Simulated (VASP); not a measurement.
# Na (Im-3m) in VASP: a series of runs

The runs below take Na through single point, relaxation of volume and atoms at fixed shape, with PBE.

All numbers are computed with VASP 6.6.1; they aren't measurements. Logs are shortened: lines on timing, memory, paths and dates and some standing lists are left out, and cuts for length are marked.

## Step 1: The cell of the first run

The structure is cubic, space group Im-3m (No. 229). Conventional cell: a = 4.197 Å, b = 4.197 Å, c = 4.197 Å, α = 90.00°, β = 90.00°, γ = 90.00°. Na (site symmetry m-3m) has 14 Na at 3.63 to 4.20 Å within 4.8 Å.

## Step 2: Single point, PBE

INCAR reads:

```
PREC = Accurate
ENCUT = 500
EDIFF = 1E-6
ISMEAR = -1
SIGMA = 0.05
LREAL = F
LASPH = T
NELM = 120
ALGO = Normal
ISIF = 2
LWAVE = F
LCHARG = F
GGA = PE
NBANDS = 10
GGA_COMPAT = F
```

KPOINTS reads:

```
regular mesh
0
Gamma
  8 8 8
```

POSCAR reads:

```
Na
1.0
   -2.0985377058      2.0985377058      2.0985377058
    2.0985377058     -2.0985377058      2.0985377058
    2.0985377058      2.0985377058     -2.0985377058
Na
1
Direct
    0.0000000000      0.0000000000      0.0000000000
```

Potentials or basis: VASP PAW PBE potentials, release 64 (Na_pv).

Started as:

```
$ cat potpaw_PBE.64/Na_pv/POTCAR > POTCAR
$ mpirun -np 1 vasp_std > vasp.out
```

OUTCAR:

```text
PREC = Accurate
   ENCUT = 500
   EDIFF = 1E-6
   ISMEAR = -1
   LREAL = F
   LASPH = T
   NELM = 120
   ISIF = 2
   GGA = PE

 ion  position               nearest neighbor table
   1  0.000  0.000  0.000-

  LATTYP: Found a body centered cubic cell.
 ALAT       =     4.1970754116

  Lattice vectors:

 A1 = (  -2.0985377058,   2.0985377058,   2.0985377058)
 A2 = (   2.0985377058,  -2.0985377058,   2.0985377058)
 A3 = (   2.0985377058,   2.0985377058,  -2.0985377058)

Analysis of symmetry for initial positions (statically):
=====================================================================
 Subroutine PRICEL returns:
 Original cell was already a primitive cell.

 Routine SETGRP: Setting up the symmetry group for a
 body centered cubic supercell.

 Subroutine GETGRP returns: Found 48 space group operations
 (whereof 48 operations were pure point group operations)
 out of a pool of 48 trial point group operations.

The static configuration has the point symmetry O_h .

Analysis of symmetry for dynamics (positions and initial velocities):
=====================================================================
 Subroutine PRICEL returns:
 Original cell was already a primitive cell.

 Routine SETGRP: Setting up the symmetry group for a
 body centered cubic supercell.

 Subroutine GETGRP returns: Found 48 space group operations
 (whereof 48 operations were pure point group operations)
 out of a pool of 48 trial point group operations.

The dynamic configuration has the point symmetry O_h .

 Subroutine INISYM returns: Found 48 space group operations
 (whereof 48 operations are pure point group operations),
 and found     1 'primitive' translations

----------------------------------------------------------------------------------------

                                     Primitive cell

  volume of cell :      36.9667

  direct lattice vectors                    reciprocal lattice vectors
    -2.098537706  2.098537706  2.098537706     0.000000000  0.238261147  0.238261147
     2.098537706 -2.098537706  2.098537706     0.238261147  0.000000000  0.238261147
     2.098537706  2.098537706 -2.098537706     0.238261147  0.238261147  0.000000000

  length of vectors
     3.634773928  3.634773928  3.634773928     0.336952145  0.336952145  0.336952145

  position of ions in fractional coordinates (direct lattice)
     0.000000000  0.000000000  0.000000000

  ion indices of the primitive-cell ions
[... 78 lines left out ...]
   IBRION =     -1    ionic relax: 0-MD 1-quasi-New 2-CG
   NFREE  =      0    steps in history (QN), initial steepest desc. (CG)
   ISIF   =      2    stress and relaxation
   ISYM   =      2    0-nonsym 1-usesym 2-fastsym
   POTIM  = 0.5000    time-step for ionic-motion
   TEBEG  =    0.0;   TEEND  =   0.0 temperature during run
   PSTRESS=    0.0 pullay stress
   NELECT =       7.0000    total number of electrons
   NUPDOWN=      -1.0000    fix difference up-down
   EMIN   =  10.00;   EMAX   =-10.00  energy-range for DOS
   EFERMI =   0.00;   METHOD = LEGACY
   ISMEAR =    -1;   SIGMA  =   0.05  broadening in eV -4-tet -1-fermi 0-gaus
   EFERMI_NEDOS =   21; number of points for ismear=-14 and -15
   IALGO  =     38    algorithm
   IMIX   =      4    mixing-type and parameters
     AMIX     =   0.40;   BMIX     =  1.00
     AMIX_MAG =   1.60;   BMIX_MAG =  1.00
  volume/ion in A,a.u.               =      36.97       249.46
  Fermi-wavevector in a.u.,A,eV,Ry     =   0.940093  1.776518 12.024482  0.883775
  Thomas-Fermi vector in A             =   2.067470
   LORBIT       =      0    0 simple, 1 ext, 2 COOP (PROOUT), +10 PAW based schemes
   GGA     = PE    functional components
   LHFCALC =     F    Hartree Fock is set to
   AEXX    =    0.0000 exact exchange contribution
   IVDW    =     0    specifies the selected vdW correction
   LEPSILON=     F    determine dielectric tensor
   LRPA    =     F    only Hartree local field effects (RPA)
 non-spin polarized calculation
  energy-cutoff  :      500.00
  volume of cell :       36.97
 maximum number of plane-waves:       962
 NGX is ok and might be reduce to    28
   NGX = 13   NGY = 13   NGZ = 13

 number of electron       7.0000004 magnetization

 Free energy of the ion-electron system (eV)
  ---------------------------------------------------
  ext. energy  EPLUGINS =         0.00000000
  ---------------------------------------------------
  free energy    TOTEN  =        -1.30423571 eV

  energy without entropy =       -1.29842848  energy(sigma->0) =       -1.30133209

 E-fermi :   0.4165     XC(G=0):  -6.5098

 val. band max:        0.2636555530   @ k =   0.2500   0.2500   0.0000
 cond. band min:       0.5177841652   @ k =   0.3750   0.1250   0.0000
 fundamental gap:      0.2541286123
 Fermi energy:         0.4165382101

 k-point     1 :       0.0000    0.0000    0.0000
  band No.  band energies     occupation
      1     -24.5625      2.00000
      2     -24.5625      2.00000
      3     -24.5625      2.00000
      4      -2.9472      2.00000
      5      12.0873      0.00000
      6      12.0874      0.00000
      7      12.0874      0.00000
      8      13.0899      0.00000
      9      13.0899      0.00000
     10      13.6475      0.00000
[... 287 lines left out ...]
 k-point    24 :      -0.3750    0.3750    0.2500
  band No.  band energies     occupation
      1     -24.5892      2.00000
      2     -24.5796      2.00000
      3     -24.5759      2.00000
      4       0.5244      0.20717
      5       4.5796      0.00000
      6       6.3992      0.00000
      7       7.0360      0.00000
      8       9.1216      0.00000
      9      12.9348      0.00000
     10      14.0738      0.00000

 [... further k-points ...]

------------------------ aborting loop because EDIFF is reached ----------------------------------------

  FORCE on cell =-STRESS in cart. coord.  units (eV):
  Direction    XX          YY          ZZ          XY          YZ          ZX
  --------------------------------------------------------------------------------------
  -------------------------------------------------------------------------------------
  Total       -0.0035252     -0.0035252     -0.0035252      0.0000000      0.0000000      0.0000000
  in kB       -0.1527852     -0.1527852     -0.1527852      0.0000000      0.0000000      0.0000000
  external PRESSURE =      -0.1527852 kB  Pullay stress =       0.0000000 kB

 VOLUME and BASIS-vectors are now :
 -----------------------------------------------------------------------------
  energy-cutoff  :      500.00
  volume of cell :       36.97
      direct lattice vectors                 reciprocal lattice vectors
    -2.098537706  2.098537706  2.098537706     0.000000000  0.238261147  0.238261147
     2.098537706 -2.098537706  2.098537706     0.238261147  0.000000000  0.238261147
     2.098537706  2.098537706 -2.098537706     0.238261147  0.238261147  0.000000000

 POSITION                                       TOTAL-FORCE (eV/Angst)
 -----------------------------------------------------------------------------------
      0.00000      0.00000      0.00000         0.000000      0.000000      0.000000
 -----------------------------------------------------------------------------------
    total drift:                                0.000000     -0.000000      0.000000

  FREE ENERGIE OF THE ION-ELECTRON SYSTEM (eV)
  ---------------------------------------------------
  free  energy   TOTEN  =        -1.3042357051 eV

  energy  without entropy=       -1.2984284752  energy(sigma->0) =       -1.30133209
```

OSZICAR:

```text
N       E                     dE             d eps       ncg     rms          rms(c)
DAV:   1     0.260863702467E+02    0.26086E+02   -0.36684E+03   582   0.565E+02
DAV:   2    -0.689041193394E+00   -0.26775E+02   -0.26667E+02   590   0.143E+02
DAV:   3    -0.129912927808E+01   -0.61009E+00   -0.60982E+00   680   0.231E+01
DAV:   4    -0.130483770164E+01   -0.57084E-02   -0.57078E-02   704   0.228E+00
DAV:   5    -0.130491695135E+01   -0.79250E-04   -0.79249E-04   690   0.262E-01    0.205E-01
DAV:   6    -0.130451083753E+01    0.40611E-03   -0.48717E-04   702   0.262E-01    0.138E-01
DAV:   7    -0.130424318330E+01    0.26765E-03   -0.99650E-04   654   0.314E-01    0.160E-02
DAV:   8    -0.130423562206E+01    0.75612E-05   -0.46188E-05   766   0.111E-01    0.224E-03
DAV:   9    -0.130423570507E+01   -0.83010E-07   -0.18035E-07   456   0.416E-03
   1 F= -.13042357E+01 E0= -.13013321E+01  d E =-.580723E-02
```

Run time: 12 s. Hardware: 1 thread of AMD EPYC 7R43 (Zen 3), shared host; peak memory 0.12 GiB.

What came out:

* Free energy: -1.3042 eV
* Pressure: 0.0 GPa
* Band gap on the k mesh: zero (an odd number of electrons rules out a gap without spin polarisation)

Levels at points of the mesh, in eV from the Fermi level:
```
           k point  band 1  band 2  band 3  band 4  band 5  band 6  band 7
(0.00, 0.00, 0.00)  -24.98  -24.98  -24.98   -3.36   11.67   11.67   11.67
(0.50, 0.00, 0.00)  -25.01  -24.99  -24.98    0.68    1.14    8.14    9.10
(0.50, 0.50, 0.50)  -25.01  -25.01  -25.01    4.44    4.44    4.83    4.83
```

## Step 3: Relaxation of volume and atoms at fixed shape, PBE

This run uses another cell than the first one, of 39.26 Å³/atom.

INCAR reads:

```
SYSTEM = Na
PREC = Accurate ; ENCUT = 500
EDIFF = 1E-7 ; ISMEAR = -1
SIGMA = 0.05 ; LREAL = .FALSE.
LASPH = .TRUE. ; NELM = 120
ALGO = Normal ; ISIF = 8
LWAVE = .FALSE. ; LCHARG = .FALSE.
GGA = PE ; IBRION = 2
NSW = 80 ; EDIFFG = -0.01
GGA_COMPAT = .FALSE. ; NELMIN = 4
```

KPOINTS reads:

```
Automatic mesh
0
G
  8 8 8
  0 0 0
```

POSCAR reads:

```
Na
1.0
   -2.1410000000      2.1410000000      2.1410000000
    2.1410000000     -2.1410000000      2.1410000000
    2.1410000000      2.1410000000     -2.1410000000
Na
1
Direct
    0.0000000000      0.0000000000      0.0000000000
```

Potentials or basis: VASP PAW PBE potentials, release 64 (Na_pv).

Started as:

```
$ cat potpaw_PBE.64/Na_pv/POTCAR > POTCAR
$ mpirun -np 1 vasp_std > vasp.out
```

OUTCAR:

```text
SYSTEM = Na
   PREC = Accurate
   ENCUT = 500
   EDIFF = 1E-7
   ISMEAR = -1
   LREAL = .FALSE.
   LASPH = .TRUE.
   NELM = 120
   ISIF = 8
   GGA = PE
   IBRION = 2
   NSW = 80
   EDIFFG = -0.01
   NELMIN = 4

 ion  position               nearest neighbor table
   1  0.000  0.000  0.000-

  LATTYP: Found a body centered cubic cell.
 ALAT       =     4.2820000000

  Lattice vectors:

 A1 = (  -2.1410000000,   2.1410000000,   2.1410000000)
 A2 = (   2.1410000000,  -2.1410000000,   2.1410000000)
 A3 = (   2.1410000000,   2.1410000000,  -2.1410000000)

Analysis of symmetry for initial positions (statically):
=====================================================================
 Subroutine PRICEL returns:
 Original cell was already a primitive cell.

 Routine SETGRP: Setting up the symmetry group for a
 body centered cubic supercell.

 Subroutine GETGRP returns: Found 48 space group operations
 (whereof 48 operations were pure point group operations)
 out of a pool of 48 trial point group operations.

The static configuration has the point symmetry O_h .

Analysis of symmetry for dynamics (positions and initial velocities):
=====================================================================
[... 164 lines left out ...]
  Total       -0.1027038     -0.1027038     -0.1027038     -0.0000000     -0.0000000      0.0000000
  in kB       -4.1916705     -4.1916705     -4.1916705     -0.0000000     -0.0000000      0.0000000
  external PRESSURE =      -4.1916705 kB  Pullay stress =       0.0000000 kB
[... 57 lines left out ...]
--------------------------------------- Ionic step        3  -------------------------------------------

 number of electron       7.0000005 magnetization

 Free energy of the ion-electron system (eV)
  ---------------------------------------------------
  ext. energy  EPLUGINS =         0.00000000
  ---------------------------------------------------
  free energy    TOTEN  =        -1.30447959 eV

  energy without entropy =       -1.29867138  energy(sigma->0) =       -1.30157548

 E-fermi :   0.4157     XC(G=0):  -6.5087

 val. band max:        0.2628697807   @ k =   0.2500   0.2500   0.0000
 cond. band min:       0.5169477614   @ k =   0.3750   0.1250   0.0000
 fundamental gap:      0.2540779806
 Fermi energy:         0.4157067047

 k-point     1 :       0.0000    0.0000    0.0000
  band No.  band energies     occupation
      1     -24.5636      2.00000
      2     -24.5636      2.00000
      3     -24.5636      2.00000
      4      -2.9473      2.00000
      5      12.0846      0.00000
      6      12.0846      0.00000
      7      12.0846      0.00000
[... 221 lines left out ...]
 k-point    24 :      -0.3750    0.3750    0.2500
  band No.  band energies     occupation
      1     -24.5904      2.00000
      2     -24.5808      2.00000
      3     -24.5771      2.00000
      4       0.5236      0.20721
      5       4.5779      0.00000
      6       6.3972      0.00000
      7       7.0337      0.00000

 [... further k-points ...]

------------------------ aborting loop because EDIFF is reached ----------------------------------------

  FORCE on cell =-STRESS in cart. coord.  units (eV):
  Direction    XX          YY          ZZ          XY          YZ          ZX
  --------------------------------------------------------------------------------------
  -------------------------------------------------------------------------------------
  Total        0.0025167      0.0025167      0.0025167      0.0000000      0.0000000     -0.0000000
  in kB        0.1090365      0.1090365      0.1090365      0.0000000      0.0000000     -0.0000000
  external PRESSURE =       0.1090365 kB  Pullay stress =       0.0000000 kB
[... 16 lines left out ...]
  FREE ENERGIE OF THE ION-ELECTRON SYSTEM (eV)
  ---------------------------------------------------
  free  energy   TOTEN  =        -1.3044795865 eV

  energy  without entropy=       -1.2986713829  energy(sigma->0) =       -1.30157548

 reached required accuracy - stopping structural energy minimisation
```

OSZICAR:

```text
N       E                     dE             d eps       ncg     rms          rms(c)
DAV:   1     0.197828474698E+02    0.19783E+02   -0.38330E+03   406   0.795E+02
DAV:   2    -0.880230459059E+00   -0.20663E+02   -0.20648E+02   413   0.139E+02
DAV:   3    -0.129889660539E+01   -0.41867E+00   -0.41866E+00   546   0.286E+01
[... 20 lines left out ...]
DAV:   3    -0.130580889637E+01    0.18686E-01   -0.33038E-02   406   0.379E+00    0.109E-01
DAV:   4    -0.130449778368E+01    0.13111E-02   -0.98047E-04   406   0.746E-01    0.710E-03
DAV:   5    -0.130448063224E+01    0.17151E-04   -0.20692E-05   420   0.108E-01    0.286E-03
DAV:   6    -0.130447958878E+01    0.10435E-05   -0.72038E-07   420   0.201E-02    0.203E-04
DAV:   7    -0.130447958653E+01    0.22466E-08   -0.26619E-08   203   0.372E-03
   3 F= -.13044796E+01 E0= -.13015755E+01  d E =-.295315E-02
```

CONTCAR:

```text
Na
   1.00000000000000
    -2.0987824610312025    2.0987824610312025    2.0987824610312025
     2.0987824610312025   -2.0987824610312025    2.0987824610312025
     2.0987824610312025    2.0987824610312025   -2.0987824610312025
  Na
     1
Direct
     0.0000000000000000    0.0000000000000000    0.0000000000000000

  0.00000000E+00  0.00000000E+00  0.00000000E+00
```

Wall time 20 s (1 thread of AMD EPYC 7R43 (Zen 3), shared host); peak memory 0.11 GiB.

What came out:

```
Free energy                           : -1.3045 eV
Relaxed volume                        : 36.98 Å³/atom
Relaxed cell                          : a = 3.635 Å, b = 3.635 Å, c = 3.635 Å, α = 109.47°, β = 109.47°, γ = 109.47°
Space group after relaxing (to 0.1 Å) : Im-3m (No. 229)
Energy gained by relaxing             : 3.0 meV/atom
Ionic steps                           : 3
Pressure after relaxing               : 0.0 GPa
Band gap on the k mesh                : zero (an odd number of electrons rules out a gap without spin polarisation)
```

Step by step:
| step | energy change (eV) | largest force (eV/Å) | pressure (GPa) | volume (Å³) |
| --- | --- | --- | --- | --- |
| 1 | 0.0000 | 0.0000 | -0.42 | 39.26 |
| 2 | -0.0013 | 0.0000 | -0.32 | 38.68 |
| 3 | -0.0030 | 0.0000 | 0.01 | 36.98 |

Final structure:
```cif
data_structure
_symmetry_space_group_name_H-M 'P 1'
_symmetry_Int_Tables_number 1
_cell_length_a 3.6352
_cell_length_b 3.6352
_cell_length_c 3.6352
_cell_angle_alpha 109.471
_cell_angle_beta 109.471
_cell_angle_gamma 109.471
_cell_volume 36.98
loop_
_atom_site_label
_atom_site_type_symbol
_atom_site_fract_x
_atom_site_fract_y
_atom_site_fract_z
_atom_site_occupancy
Na1 Na 0.00000 0.00000 0.00000 1
```

Levels at points of the mesh, in eV from the Fermi level:
```tsv
k point	band 1	band 2	band 3	band 4	band 5	band 6	band 7
(0.00, 0.00, 0.00)	-24.98	-24.98	-24.98	-3.36	11.67	11.67	11.67
(0.50, 0.00, 0.00)	-25.02	-24.99	-24.98	0.68	1.14	8.14	9.09
(0.50, 0.50, 0.50)	-25.01	-25.01	-25.01	4.44	4.44	4.83	4.83
```

The gap in the log of VASP goes by the Fermi energy; the results here count the filled bands.